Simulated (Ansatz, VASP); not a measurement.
**One calculation of CdF2, two programs**

```
Cd F
1.0
    -0.04801    2.52199    2.54979
     2.65604   -0.12347    2.62525
     2.61876    2.56016   -0.08618
Cd F
1 2
Direct
  0.97157 0.98372 0.02120
  0.31081 0.25244 0.22417
  0.71762 0.76384 0.75463
```

Change from the starting cell: all atoms moved at random, cell strained at random.

Alike in both runs: task single point; functional PBEsol; k mesh 8 × 8 × 8; occupations gaussian, width 0.02 eV; no spin polarisation.

```csv
,VASP,Ansatz
version,VASP 6.6.1,Ansatz 0.2.0
potentials or method,"VASP PAW PBE potentials, release 64 (Cd, F), cutoff 520 eV","scalar-relativistic, plane waves, PAW"
valence electrons in the cell,26,34
```

|  | VASP | Ansatz | Ansatz less VASP |
| --- | --- | --- | --- |
| gap on the k mesh at the Fermi level (eV) | 2.94 | 2.98 | +0.044 |
| least direct gap on the mesh (eV) | 3.16 | 3.20 | +0.039 |
| pressure (GPa) | 16.2 | 14.6 | -1.58 |
| traceless stress, the component that is largest in VASP (GPa) | 5.99 | 5.20 | -0.789 |
| rms of the force components (eV/Å) | 1.281 | 1.180 | -0.1008 |

VASP's potentials were made for PBE, not for PBEsol. Atom by atom the forces differ by 0.103 eV/Å (rms over components). VASP's potentials hold 26 valence electrons a cell and Ansatz's 34, so a difference there can come from the potentials and not from the codes.
